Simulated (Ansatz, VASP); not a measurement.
# Mg in VASP and in Ansatz

```
CELL_PARAMETERS angstrom
3.15075 0.00000 0.00000
-1.57538 2.72863 0.00000
0.00000 0.00000 5.04870
ATOMIC_POSITIONS crystal
Mg 0.33333 0.66667 0.25000
Mg 0.66667 0.33333 0.75000
```

Alike in both runs: functional PBE; dispersion D3(BJ); k mesh 15 × 15 × 8; occupations gaussian, width 0.1 eV; no spin polarisation.

Ansatz relaxed the structure, and its values are those at the end. VASP's run is a single point on that final structure, the one shown.

|  | VASP | Ansatz |
| --- | --- | --- |
| version | VASP 6.6.1 | Ansatz 0.2.0 |
| potentials or method | VASP PAW PBE potentials, release 64 (Mg), cutoff 520 eV | scalar-relativistic, plane waves, PAW |
| valence electrons in the cell | 4 | 20 |

|  | VASP | Ansatz | Ansatz less VASP |
| --- | --- | --- | --- |
| gap on the k mesh at the Fermi level (eV) | none | none | - |
| pressure (GPa) | -0.1 | 0.0 | +0.12 |

A gap of «none» marks a metal or a gap that the smearing closes. VASP's potentials hold 4 valence electrons a cell and Ansatz's 20, so a difference there can come from the potentials and not from the codes.
